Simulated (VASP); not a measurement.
## HfMg3: single point with revPBE+D3(BJ)

HfMg3:

```
Mg Hf
1.0
    -2.22635    2.22635    4.48462
     2.22635   -2.22635    4.48462
     2.22635    2.22635   -4.48462
Mg Hf
3 1
Cartesian
  0.0000 0.0000 4.4846
  2.2264 0.0000 2.2423
  0.0000 2.2264 2.2423
  0.0000 0.0000 0.0000
```

```json
{
  "Program": "VASP 6.6.1",
  "Task": "single point",
  "Functional": "revPBE",
  "Dispersion": "D3(BJ)",
  "Potentials or basis": "VASP PAW PBE potentials, release 64 (Mg, Hf_pv)",
  "Cutoff": "520 eV",
  "k mesh": "4 × 4 × 4",
  "Occupations": "gaussian, width 0.1 eV",
  "Spin": "no spin polarisation",
  "Dipole correction": "no",
  "Further INCAR settings": "ALGO = Normal; EDIFF = 1e-06; NBANDS = 16"
}
```

| Property | Result |
| --- | --- |
| Pressure | -3.5 GPa |
| Band gap on the k mesh | zero (band 8 reaches 3.66 eV, above the bottom of band 9 at 2.23 eV) |
| Dispersion energy per atom | -0.612 eV |

Stress tensor (GPa, compression positive):
```
-2.58  0.00  0.00
 0.00 -2.58  0.00
 0.00  0.00 -5.47
```

Levels at points of the mesh, in eV from the Fermi level:
```tsv
k point	band 5	band 6	band 7	band 8	band 9	band 10	band 11	band 12
(0.00, 0.00, 0.00)	-0.91	-0.78	-0.37	-0.37	0.37	1.19	2.56	2.56
(0.50, 0.00, 0.00)	-4.18	-1.90	-0.38	-0.24	0.29	0.83	1.92	2.86
(0.50, 0.50, 0.00)	-2.70	-2.27	-1.43	-1.27	-0.93	0.05	1.50	2.30
(0.50, 0.50, 0.50)	-4.73	-1.24	-0.09	0.50	0.50	1.02	1.02	1.39
```

Run time: 28 s on 1 thread of Intel(R) Xeon(R) Platinum 8488C (Sapphire Rapids), with other jobs on the host, peak memory 0.25 GiB.

Caveat: the k points lie up to 0.50 Å⁻¹ apart; three body term missing; the PAW data sets were made with another functional, which shifts forces and pressure a little; spin-orbit coupling is left out, which moves the levels of the heavy elements; pairwise dispersion overbinds metals, which lowers pressure and volume.
